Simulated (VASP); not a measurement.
**EuAs3Pt2: single point with PBE**

The system is EuAs3Pt2.

```
Eu As Pt
1.0
     6.02486    0.00000    0.00000
    -3.01243    5.21769    0.00000
     0.00000    0.00000    3.98899
Eu As Pt
1 3 2
Direct
  0.00000 0.00000 0.00000
  0.50000 0.00000 0.50000
  0.00000 0.50000 0.50000
  0.50000 0.50000 0.50000
  0.66667 0.33333 0.00000
  0.33333 0.66667 0.00000
```

```yaml
Program: VASP 6.6.1
Task: single point
Functional: PBE
Potentials_or_basis: VASP PAW PBE potentials, release 64 (Eu, As, Pt)
Cutoff: 520 eV
k_mesh: 3 × 3 × 4
Occupations: gaussian, width 0.1 eV
Spin: collinear spin, ferromagnetic start
Starting_moments: "[7.0, 0.0, 0.0, 0.0, 0.0, 0.0] μB"
```

The pressure is -0.5 GPa, the net moment is 6.94 μB per cell and the site moments are Eu +6.58; As -0.01; Pt -0.02 μB. The valence electrons inside the program's atomic spheres are Eu 14.69; As 2.67; Pt 9.32.

Stress tensor (GPa, compression positive):
```
-1.31  0.00  0.00
 0.00 -1.31  0.00
 0.00  0.00  1.27
```

Levels at points of the mesh, in eV from the Fermi level:
Spin up:
```csv
k point,band 25,band 26,band 27,band 28,band 29,band 30,band 31,band 32,band 33,band 34
"(0.00, 0.00, 0.00)",-0.32,-0.30,-0.30,-0.25,-0.19,1.39,1.95,2.01,2.01,3.09
"(0.00, 0.00, 0.50)",-0.38,-0.33,-0.32,-0.32,-0.28,-0.28,0.05,2.31,2.33,3.95
```
Spin down:
| k point | band 19 | band 20 | band 21 | band 22 | band 23 | band 24 | band 25 | band 26 |
| --- | --- | --- | --- | --- | --- | --- | --- | --- |
| (0.00, 0.00, 0.00) | -2.07 | -2.07 | -1.68 | -0.35 | 1.65 | 1.76 | 2.55 | 2.55 |
| (0.00, 0.00, 0.50) | -1.73 | -1.55 | -1.55 | -1.35 | -1.35 | -0.72 | 2.29 | 2.84 |

Run time: 3.3 min on 1 thread of Intel Xeon 6975P-C, with other jobs on the host, peak memory 0.35 GiB.

Caveat: the k points lie up to 0.40 Å⁻¹ apart; spin-orbit coupling is left out, which moves the levels of the heavy elements; a cell with one magnetic atom can't hold antiferromagnetic order, which such compounds often take; without U or exact exchange the open f shell lies at the Fermi level, which spoils levels, moments and volumes. The state reached can hang on the start; a lower one may exist.
